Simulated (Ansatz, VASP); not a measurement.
# Al2Cu in VASP and in Ansatz

The input POSCAR:

```
Al2Cu
1.0
    4.1051820000      0.0000000000      0.0000000000
    0.0000000000      4.1051820000      0.0000000000
    0.0000000000      0.0000000000      2.8913130000
Al Cu
2 1
Direct
    0.5000000000      0.0000000000      0.5000000000
    0.0000000000      0.5000000000      0.5000000000
    0.0000000000      0.0000000000      0.0000000000
```

Contents of INCAR.step1:

```
SYSTEM = Al2Cu
PREC     = Accurate       ! precision mode
ENCUT    = 520            ! plane-wave cutoff, eV
ISMEAR   = 0              ! smearing method
SIGMA    = 0.05           ! smearing width, eV
LREAL    = .False.        ! projectors in reciprocal space
LASPH    = .True.         ! aspherical terms in the spheres
NELM     = 100            ! most SCF steps
NBANDS   = 16             ! bands
GGA      = PE             ! functional
ALGO     = Normal         ! electronic algorithm
EDIFF    = 1E-4           ! SCF threshold, eV
LWAVE    = .True.         ! write WAVECAR
LCHARG   = .False.        ! write CHGCAR
```

The input INCAR.step2:

```
SYSTEM = Al2Cu
PREC     = Accurate       ! precision mode
ENCUT    = 520            ! plane-wave cutoff, eV
EDIFF    = 1E-6           ! SCF threshold, eV
ISMEAR   = 0              ! smearing method
SIGMA    = 0.05           ! smearing width, eV
LREAL    = .False.        ! projectors in reciprocal space
LASPH    = .True.         ! aspherical terms in the spheres
NELM     = 100            ! most SCF steps
ALGO     = Normal         ! electronic algorithm
ISIF     = 2              ! what is computed and relaxed
LWAVE    = .False.        ! write WAVECAR
LCHARG   = .True.         ! write CHGCAR
METAGGA  = R2SCAN         ! meta-GGA
LMIXTAU  = .True.       
LELF     = .True.         ! ELF
LVHAR    = .True.       
NBANDS   = 16             ! bands
ISTART   = 1
```

Contents of KPOINTS:

```
Automatic mesh
0
Gamma
  5 5 7
  0 0 0
```

Input for Ansatz:

```yaml
crystal:
  lattice:
    - [4.105182, 0.0, 0.0]
    - [0.0, 4.105182, 0.0]
    - [0.0, 0.0, 2.891313]
  atoms:
    - { symbol: Al, position: [0.5, 0.0, 0.5] }
    - { symbol: Al, position: [0.0, 0.5, 0.5] }
    - { symbol: Cu, position: [0.0, 0.0, 0.0] }
basis:
  ecutwfc: 500
kpoints:
  mp_grid: { grid: [5, 5, 7] }
hamiltonian:
  xc: r2scan
scf:
  occupations: { method: gaussian, width: 0.05 }
output:
  forces: true
  stress: true
  eigenvalues: true
```

Alike in both runs: task single point; functional r2SCAN; k mesh 5 × 5 × 7; occupations gaussian, width 0.05 eV; no spin polarisation.

|  | VASP | Ansatz |
| --- | --- | --- |
| version | VASP 6.6.1 | Ansatz 0.2.0 |
| potentials or method | VASP PAW PBE potentials, release 64 (Al, Cu), cutoff 520 eV | scalar-relativistic, plane waves, PAW |
| valence electrons in the cell | 17 | 25 |

Ansatz gave:

```
gap on the k mesh at the Fermi level (eV)                     : none
pressure (GPa)                                                : -2.2
traceless stress, the component that is largest in VASP (GPa) : -1.45
```

Problem. What did VASP give for the same quantities?

Solution. gap on the k mesh at the Fermi level (eV): none; pressure (GPa): -2.4; traceless stress, the component that is largest in VASP (GPa): -1.39.

VASP's potentials were made for PBE, not for r2SCAN. A gap of «none» marks a metal or a gap that the smearing closes. The functional is the same, so the differences come from potentials, cutoffs and numerics. VASP's potentials hold 17 valence electrons a cell and Ansatz's 25, so a difference there can come from the potentials and not from the codes.
